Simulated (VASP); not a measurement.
# Pb (Fm-3m) in VASP: a series of runs

Pb is run at these levels: PBEsol; tasks: relaxation of cell and atoms.

All numbers are computed with VASP 6.6.1; they aren't measurements. Logs are shortened: lines on timing, memory, paths and dates and some standing lists are left out, and cuts for length are marked.

**1. The cell of the first run**

Symmetry: Fm-3m, No. 225, cubic system. The conventional cell has a = 4.950 Å, b = 4.950 Å, c = 4.950 Å, α = 90.00°, β = 90.00°, γ = 90.00°. Within 4.6 Å of Pb (site symmetry m-3m) lie 12 Pb at 3.50 Å.

**2. Relaxation of cell and atoms, PBEsol**

INCAR

```
SYSTEM = Pb
PREC = Accurate
ENCUT = 600
EDIFF = 1E-6
ISMEAR = -1
SIGMA = 0.05
LREAL = .FALSE.
LASPH = .TRUE.
NELM = 100
ALGO = Normal
ISIF = 3
LWAVE = .FALSE.
LCHARG = .FALSE.
GGA = PS
IBRION = 2
NSW = 60
EDIFFG = -0.01
```

KPOINTS

```
Automatic mesh
0
G
  9 9 9
  0 0 0
```

POSCAR

```
Pb
1.0
    0.0000000000      2.4750200000      2.4750200000
    2.4750200000      0.0000000000      2.4750200000
    2.4750200000      2.4750200000      0.0000000000
Pb
1
Direct
    0.0000000000      0.0000000000      0.0000000000
```

Potentials or basis: VASP PAW PBE potentials, release 64 (Pb_d).

Started as:

```sh
$ cat potpaw_PBE.64/Pb_d/POTCAR > POTCAR
$ mpirun -np 1 vasp_std > vasp.out
```

OUTCAR:

```text
SYSTEM = Pb
   PREC = Accurate
   ENCUT = 600
   EDIFF = 1E-6
   ISMEAR = -1
   LREAL = .FALSE.
   LASPH = .TRUE.
   NELM = 100
   ISIF = 3
   GGA = PS
   IBRION = 2
   NSW = 60
   EDIFFG = -0.01

 ion  position               nearest neighbor table
   1  0.000  0.000  0.000-

  LATTYP: Found a face centered cubic cell.
 ALAT       =     4.9500400000

  Lattice vectors:

 A1 = (   0.0000000000,   2.4750200000,   2.4750200000)
 A2 = (   2.4750200000,   0.0000000000,   2.4750200000)
 A3 = (   2.4750200000,   2.4750200000,   0.0000000000)

Analysis of symmetry for initial positions (statically):
[... 5 lines left out ...]
 face centered cubic supercell.

 Subroutine GETGRP returns: Found 48 space group operations
 (whereof 48 operations were pure point group operations)
 out of a pool of 48 trial point group operations.

The static configuration has the point symmetry O_h .

Analysis of symmetry for dynamics (positions and initial velocities):
[... 5 lines left out ...]
 face centered cubic supercell.

 Subroutine GETGRP returns: Found 48 space group operations
 (whereof 48 operations were pure point group operations)
 out of a pool of 48 trial point group operations.

The dynamic configuration has the point symmetry O_h .

 Subroutine INISYM returns: Found 48 space group operations
 (whereof 48 operations are pure point group operations),
 and found     1 'primitive' translations

----------------------------------------------------------------------------------------

                                     Primitive cell

  volume of cell :      30.3226

  direct lattice vectors                    reciprocal lattice vectors
     0.000000000  2.475020000  2.475020000    -0.202018570  0.202018570  0.202018570
     2.475020000  0.000000000  2.475020000     0.202018570 -0.202018570  0.202018570
     2.475020000  2.475020000  0.000000000     0.202018570  0.202018570 -0.202018570

  length of vectors
     3.500206851  3.500206851  3.500206851     0.349906427  0.349906427  0.349906427

  position of ions in fractional coordinates (direct lattice)
     0.000000000  0.000000000  0.000000000

  ion indices of the primitive-cell ions
   primitive index   ion index
                 1           1

----------------------------------------------------------------------------------------

 KPOINTS: Automatic mesh

Automatic generation of k-mesh.
 Grid dimensions read from file:
 generate k-points for:    9    9    9

 Generating k-lattice:

  Cartesian coordinates                     Fractional coordinates (reciprocal lattice)
    -0.022446508  0.022446508  0.022446508     0.111111111  0.000000000  0.000000000
     0.022446508 -0.022446508  0.022446508     0.000000000  0.111111111  0.000000000
     0.022446508  0.022446508 -0.022446508     0.000000000  0.000000000  0.111111111

  Length of vectors
     0.038878492  0.038878492  0.038878492

  Shift w.r.t. Gamma in fractional coordinates (k-lattice)
     0.000000000  0.000000000  0.000000000

 Subroutine IBZKPT returns following result:
 ===========================================

 Found     35 irreducible k-points:

 Following reciprocal coordinates:
            Coordinates               Weight
  0.000000  0.000000  0.000000      1.000000
  0.111111  0.000000  0.000000      8.000000
  0.222222  0.000000  0.000000      8.000000
  0.333333  0.000000  0.000000      8.000000
  0.444444  0.000000  0.000000      8.000000
  0.111111  0.111111  0.000000      6.000000
[... 16 lines left out ...]
 -0.333333  0.333333  0.000000     12.000000
  0.444444  0.444444  0.000000      6.000000
 [... further k-points ...]
   k-points           NKPTS =     35   k-points in BZ     NKDIM =     35   number of bands    NBANDS=     11
   number of dos      NEDOS =    301   number of ions     NIONS =      1
   total plane-waves  NPLWV =  21952
   dimension x,y,z NGX =    28 NGY =   28 NGZ =   28
   dimension x,y,z NGXF=    56 NGYF=   56 NGZF=   56
   ions per type =               1
   NGX,Y,Z   is equivalent  to a cutoff of  13.30, 13.30, 13.30 a.u.
   NGXF,Y,Z  is equivalent  to a cutoff of  26.60, 26.60, 26.60 a.u.
 SYSTEM =  Pb
   PREC   = accura    normal or accurate (medium, high low for compatibility)
   ISTART =      0    job   : 0-new  1-cont  2-samecut
   ICHARG =      2    charge: 1-file 2-atom 10-const
   ISPIN  =      1    spin polarized calculation?
   LNONCOLLINEAR =      F non collinear calculations
   LSORBIT =      F    spin-orbit coupling
   LASPH  =      T    aspherical Exc in radial PAW
   ENCUT  =  600.0 eV  44.10 Ry    6.64 a.u.   6.99  6.99  6.99*2*pi/ulx,y,z
   NELM   =    100;   NELMIN=  2; NELMDL= -5     # of ELM steps
   EDIFF  = 0.1E-05   stopping-criterion for ELM
   LREAL  =      F    real-space projection
   EDIFFG = -.1E-01   stopping-criterion for IOM
   NSW    =     60    number of steps for IOM
   IBRION =      2    ionic relax: 0-MD 1-quasi-New 2-CG
   NFREE  =      1    steps in history (QN), initial steepest desc. (CG)
   ISIF   =      3    stress and relaxation
   ISYM   =      2    0-nonsym 1-usesym 2-fastsym
   POTIM  = 0.5000    time-step for ionic-motion
   TEBEG  =    0.0;   TEEND  =   0.0 temperature during run
   PSTRESS=    0.0 pullay stress
   NELECT =      14.0000    total number of electrons
   NUPDOWN=      -1.0000    fix difference up-down
   EMIN   =  10.00;   EMAX   =-10.00  energy-range for DOS
   EFERMI =   0.00;   METHOD = LEGACY
   ISMEAR =    -1;   SIGMA  =   0.05  broadening in eV -4-tet -1-fermi 0-gaus
   EFERMI_NEDOS =   21; number of points for ismear=-14 and -15
   IALGO  =     38    algorithm
   IMIX   =      4    mixing-type and parameters
     AMIX     =   0.40;   BMIX     =  1.00
     AMIX_MAG =   1.60;   BMIX_MAG =  1.00
  volume/ion in A,a.u.               =      30.32       204.63
  Fermi-wavevector in a.u.,A,eV,Ry     =   1.265306  2.391081 21.782907  1.600999
  Thomas-Fermi vector in A             =   2.398566
   LORBIT       =      0    0 simple, 1 ext, 2 COOP (PROOUT), +10 PAW based schemes
   GGA     = PS    functional components
   LHFCALC =     F    Hartree Fock is set to
   AEXX    =    0.0000 exact exchange contribution
   IVDW    =     0    specifies the selected vdW correction
   LEPSILON=     F    determine dielectric tensor
   LRPA    =     F    only Hartree local field effects (RPA)
 conjugate gradient relaxation of ions
 non-spin polarized calculation
  energy-cutoff  :      600.00
  volume of cell :       30.32
 maximum number of plane-waves:      1022
   NGX = 13   NGY = 13   NGZ = 13

--------------------------------------- Ionic step        1  -------------------------------------------

 number of electron      13.9999999 magnetization

 Free energy of the ion-electron system (eV)
  ---------------------------------------------------
  ext. energy  EPLUGINS =         0.00000000
  ---------------------------------------------------
  free energy    TOTEN  =        -4.01738415 eV

  energy without entropy =       -4.01428210  energy(sigma->0) =       -4.01583312

------------------------ aborting loop because EDIFF is reached ----------------------------------------

  FORCE on cell =-STRESS in cart. coord.  units (eV):
  Direction    XX          YY          ZZ          XY          YZ          ZX
  --------------------------------------------------------------------------------------
  -------------------------------------------------------------------------------------
  Total       -0.1203145     -0.1203145     -0.1203145      0.0000000     -0.0000000      0.0000000
  in kB       -6.3571501     -6.3571501     -6.3571501      0.0000000     -0.0000000      0.0000000
  external PRESSURE =      -6.3571501 kB  Pullay stress =       0.0000000 kB

 VOLUME and BASIS-vectors are now :
 -----------------------------------------------------------------------------
  energy-cutoff  :      600.00
  volume of cell :       30.32
      direct lattice vectors                 reciprocal lattice vectors
     0.000000000  2.475020000  2.475020000    -0.202018570  0.202018570  0.202018570
     2.475020000  0.000000000  2.475020000     0.202018570 -0.202018570  0.202018570
     2.475020000  2.475020000  0.000000000     0.202018570  0.202018570 -0.202018570
[... 36 lines left out ...]
 POSITION                                       TOTAL-FORCE (eV/Angst)
 -----------------------------------------------------------------------------------
      0.00000      2.46065      2.46065         0.000000      0.000000     -0.000000
 -----------------------------------------------------------------------------------
    total drift:                               -0.000000     -0.000000      0.000000

  FREE ENERGIE OF THE ION-ELECTRON SYSTEM (eV)
  ---------------------------------------------------
  free  energy   TOTEN  =        -4.0180520877 eV

  energy  without entropy=       -4.0150063055  energy(sigma->0) =       -4.01652920

--------------------------------------- Ionic step        3  -------------------------------------------

 number of electron      13.9999999 magnetization

 Free energy of the ion-electron system (eV)
  ---------------------------------------------------
  ext. energy  EPLUGINS =         0.00000000
  ---------------------------------------------------
  free energy    TOTEN  =        -4.01814791 eV

  energy without entropy =       -4.01509598  energy(sigma->0) =       -4.01662194

 E-fermi :   7.0852     XC(G=0): -10.4035

 val. band max:        6.8613931874   @ k =  -0.3333   0.3333   0.1111
 cond. band min:       7.0893622968   @ k =  -0.2222   0.3333   0.1111
 fundamental gap:      0.2279691094
 Fermi energy:         7.0852036184

 k-point     1 :       0.0000    0.0000    0.0000
  band No.  band energies     occupation
      1      -9.7554      2.00000
      2      -9.7554      2.00000
      3      -9.7554      2.00000
      4      -9.6077      2.00000
      5      -9.6077      2.00000
      6      -4.6130      2.00000
      7      14.7559      0.00000
      8      14.7559      0.00000
      9      14.7559      0.00000
     10      17.0153      0.00000
     11      18.7227      0.00000

 k-point     2 :       0.1111    0.0000    0.0000
  band No.  band energies     occupation
      1      -9.7563      2.00000
      2      -9.7382      2.00000
      3      -9.7382      2.00000
      4      -9.6078      2.00000
      5      -9.6078      2.00000
      6      -4.3718      2.00000
      7      12.3551      0.00000
      8      14.4695      0.00000
      9      14.4695      0.00000
     10      16.6421      0.00000
     11      19.6720      0.00000
[... 295 lines left out ...]
 k-point    24 :       0.4444    0.4444    0.0000
  band No.  band energies     occupation
      1      -9.9227      2.00000
      2      -9.8275      2.00000
      3      -9.4822      2.00000
      4      -9.4420      2.00000
      5      -9.4420      2.00000
      6       0.0755      2.00000
      7       4.4872      2.00000
      8       9.3971      0.00000
      9       9.3971      0.00000
     10      12.7422      0.00000
     11      13.9758      0.00000

 [... further k-points ...]
[... 5 lines left out ...]
  --------------------------------------------------------------------------------------
  -------------------------------------------------------------------------------------
  Total        0.0004500      0.0004500      0.0004500     -0.0000000      0.0000000      0.0000000
  in kB        0.0240852      0.0240852      0.0240852     -0.0000000      0.0000000      0.0000000
  external PRESSURE =       0.0240852 kB  Pullay stress =       0.0000000 kB

 VOLUME and BASIS-vectors are now :
 -----------------------------------------------------------------------------
  energy-cutoff  :      600.00
  volume of cell :       29.94
      direct lattice vectors                 reciprocal lattice vectors
     0.000000000  2.464485113  2.464485113    -0.202882134  0.202882134  0.202882134
     2.464485113 -0.000000000  2.464485113     0.202882134 -0.202882134  0.202882134
     2.464485113  2.464485113  0.000000000     0.202882134  0.202882134 -0.202882134

 POSITION                                       TOTAL-FORCE (eV/Angst)
 -----------------------------------------------------------------------------------
      0.00000     -0.00000      0.00000        -0.000000     -0.000000      0.000000
 -----------------------------------------------------------------------------------
    total drift:                               -0.000000      0.000000     -0.000000

  FREE ENERGIE OF THE ION-ELECTRON SYSTEM (eV)
  ---------------------------------------------------
  free  energy   TOTEN  =        -4.0181479094 eV

  energy  without entropy=       -4.0150959774  energy(sigma->0) =       -4.01662194

 reached required accuracy - stopping structural energy minimisation
```

It took 36 s on 1 thread of AMD EPYC 7R13, shared host; peak memory 0.14 GiB.

What came out:

- Free energy: -4.0181 eV
- Relaxed volume: 29.94 Å³/atom
- Relaxed cell: a = 3.485 Å, b = 3.485 Å, c = 3.485 Å, α = 60.00°, β = 60.00°, γ = 60.00°
- Space group after relaxing (to 0.05 Å): Fm-3m (No. 225)
- Energy gained by relaxing: 0.8 meV/atom
- Ionic steps: 3
- Pressure after relaxing: 0.0 GPa
- Band gap on the k mesh: zero (band 7 reaches 14.76 eV, above the bottom of band 8 at 5.66 eV)

The path:
```csv
step,energy change (eV),largest force (eV/Å),pressure (GPa),volume (Å³)
1,0.0000,0.0000,-0.64,30.32
2,-0.0007,0.0000,0.24,29.80
3,-0.0008,0.0000,0.00,29.94
```

Final structure:
```
CELL_PARAMETERS angstrom
0.00000 2.46449 2.46449
2.46449 0.00000 2.46449
2.46449 2.46449 0.00000
ATOMIC_POSITIONS crystal
Pb 0.00000 0.00000 0.00000
```

Levels at points of the mesh, in eV from the Fermi level:
```csv
k point,band 4,band 5,band 6,band 7,band 8,band 9,band 10,band 11
"(0.00, 0.00, 0.00)",-16.69,-16.69,-11.70,7.67,7.67,7.67,9.93,11.64
```

Caveat: the PAW data sets were made with another functional, which shifts forces and pressure a little; spin-orbit coupling is left out, which moves the levels of the heavy elements.

[end of part 1 of 2]
